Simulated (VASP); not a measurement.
Write the native input for VASP 6.6.1 that does the following.

| Quantity | Value |
| --- | --- |
| Task | single point |
| Functional | RPBE |
| Potentials or basis | VASP PAW PBE potentials, release 64 (Lu) |
| Cutoff | 520 eV |
| k mesh | 12 × 12 × 12 |
| Occupations | fermi-dirac, width 0.1 eV |
| Spin | no spin polarisation |
| Dipole correction | no |
| Further INCAR settings | ALGO = Normal; EDIFF = 1e-07; NBANDS = 18 |

The structure of Lu lies in POSCAR:

```
Lu
1.0
    0.0000000000      2.5151919085      2.5151919085
    2.5151919085      0.0000000000      2.5151919085
    2.5151919085      2.5151919085      0.0000000000
Lu
1
Direct
    0.0000000000      0.0000000000      0.0000000000
```

This isn't the form of Lu at room conditions, which is hcp.

One way to write it, as run:

INCAR

```
PREC = Accurate
ENCUT = 520
EDIFF = 1E-7
ISMEAR = -1
SIGMA = 0.1
LREAL = F
LASPH = T
NELM = 80
ALGO = Normal
ISIF = 2
LWAVE = F
LCHARG = F
GGA = RP
NBANDS = 18
```

KPOINTS

```
regular mesh
0
Gamma
  12 12 12
```

Potentials or basis: VASP PAW PBE potentials, release 64 (Lu).

Launch:

```console
$ cat potpaw_PBE.64/Lu/POTCAR > POTCAR
$ mpirun -np 1 vasp_std > vasp.out
```

Results of the run:

The pressure is -1.3 GPa. The band gap on the k mesh is zero (an odd number of electrons rules out a gap without spin polarisation).

Caveat: the PAW data sets were made with another functional, which shifts forces and pressure a little; spin-orbit coupling is left out, which moves the levels of the heavy elements.

Run time: 82 s on 1 thread of AMD EPYC 7R13, on a shared host, peak memory 0.16 GiB.
